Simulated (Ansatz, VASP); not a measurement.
## TiO: VASP beside Ansatz

```
Ti O
1.0
     2.81876    0.00000    0.00000
    -1.40938    2.44112    0.00000
     0.00000    0.00000    5.45629
Ti O
2 2
Direct
  0.33333 0.66667 0.25000
  0.66667 0.33333 0.75000
  0.00000 0.00000 0.00000
  0.00000 0.00000 0.50000
```

Alike in both runs: functional PBEsol; k mesh 18 × 18 × 8; occupations gaussian, width 0.1 eV; no spin polarisation.

Ansatz relaxed the structure, and its values are those at the end. VASP's run is a single point on that final structure, the one shown.

|  | VASP | Ansatz |
| --- | --- | --- |
| version | VASP 6.6.1 | Ansatz 0.2.0 |
| potentials or method | VASP PAW PBE potentials, release 64 (Ti_sv, O), cutoff 520 eV | scalar-relativistic, plane waves, PAW |
| valence electrons in the cell | 36 | 36 |

|  | VASP | Ansatz | Ansatz less VASP |
| --- | --- | --- | --- |
| gap on the k mesh at the Fermi level (eV) | none | none | - |
| pressure (GPa) | 0.8 | 0.0 | -0.77 |

VASP's potentials were made for PBE, not for PBEsol. A gap of «none» marks a metal or a gap that the smearing closes. The functional is the same, so the differences come from potentials, cutoffs and numerics.
